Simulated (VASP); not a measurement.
Set up this calculation in VASP 6.6.1, as the native input.

- Task: single point
- Functional: LDA
- Potentials or basis: VASP PAW LDA potentials, release 64 (Pt)
- Cutoff: 520 eV
- k mesh: 22 × 22 × 22
- Occupations: gaussian, width 0.15 eV
- Spin: no spin polarisation
- Dipole correction: no
- Further INCAR settings: ALGO = Fast; EDIFF = 1e-06; NBANDS = 11

The structure of Pt lies in POSCAR:

```
Pt
1.0
   -1.3970266669      1.6174881865      1.6174881865
    1.6174881865     -1.3970266669      1.6174881865
    1.6174881865      1.6174881865     -1.3970266669
Pt
1
Direct
    0.0000000000      0.0000000000      0.0000000000
```

The input as run:

INCAR

```
SYSTEM = Pt
  PREC = Accurate
  ENCUT = 520
  EDIFF = 1E-6
  ISMEAR = 0
  SIGMA = 0.15
  LREAL = .FALSE.
  LASPH = .TRUE.
  NELM = 80
  ALGO = Fast
  ISIF = 2
  LWAVE = .FALSE.
  LCHARG = .FALSE.
  NBANDS = 11
```

KPOINTS

```
regular mesh
0
G
  22 22 22
  0 0 0
```

Potentials or basis: VASP PAW LDA potentials, release 64 (Pt).

The run is started by

```console
$ cat potpaw_LDA.64/Pt/POTCAR > POTCAR
$ mpirun -np 1 vasp_std > vasp.out
```

Results of the run:

```yaml
Pressure: -15.6 GPa
Band_gap_on_the_k_mesh: zero (bands 5 and 6 overlap by 2.27 eV)
```

Caveat: the cell stands under tension; spin-orbit coupling is left out, which moves the levels of the heavy elements.

It took 48 s on 1 thread of Intel(R) Xeon(R) 6975P-C (Granite Rapids) (shared host), peak memory 0.28 GiB.
